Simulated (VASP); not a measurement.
Write the native input for VASP 6.6.1 that does the following.

```yaml
Task: single point
Functional: PBE
Potentials_or_basis: VASP PAW PBE potentials, release 64 (Zr_sv, N)
Cutoff: 600 eV
k_mesh: 7 × 7 × 7
Occupations: fermi-dirac, width 0.1 eV
Spin: no spin polarisation
Dipole_correction: no
Further_INCAR_settings: ALGO = Normal; EDIFF = 1e-06; NBANDS = 16
```

The structure of ZrN lies in POSCAR:

```
ZrN
1.0
    0.0000000000      2.3000000000      2.3000000000
    2.3000000000      0.0000000000      2.3000000000
    2.3000000000      2.3000000000      0.0000000000
Zr N
1 1
Direct
    0.5000000000      0.5000000000      0.5000000000
    0.0000000000      0.0000000000      0.0000000000
```

These files were run (other wordings do the same):

INCAR

```
SYSTEM = ZrN
PREC     = Accurate       ! precision mode
ENCUT    = 600            ! plane-wave cutoff, eV
EDIFF    = 1E-6           ! SCF threshold, eV
ISMEAR   = -1             ! smearing method
SIGMA    = 0.1            ! smearing width, eV
LREAL    = .FALSE.        ! projectors in reciprocal space
LASPH    = .TRUE.         ! aspherical terms in the spheres
NELM     = 120            ! most SCF steps
ALGO     = Normal         ! electronic algorithm
ISIF     = 2              ! what is computed and relaxed
LWAVE    = .FALSE.        ! write WAVECAR
LCHARG   = .FALSE.        ! write CHGCAR
GGA      = PE             ! functional
NBANDS   = 16             ! bands
GGA_COMPAT= .FALSE.
```

KPOINTS

```
regular mesh
0
G
  7 7 7
  0 0 0
```

Potentials or basis: VASP PAW PBE potentials, release 64 (Zr_sv, N).

The run is started by

```bash
$ cat potpaw_PBE.64/Zr_sv/POTCAR potpaw_PBE.64/N/POTCAR > POTCAR
$ mpirun -np 1 vasp_std > vasp.out
```

It gave:

The pressure is -0.4 GPa. The band gap on the k mesh is zero (an odd number of electrons rules out a gap without spin polarisation).

Run time: 9.9 s on 1 thread of AMD EPYC 7R13 Processor (Zen 3), with other jobs on the host, peak memory 0.13 GiB.
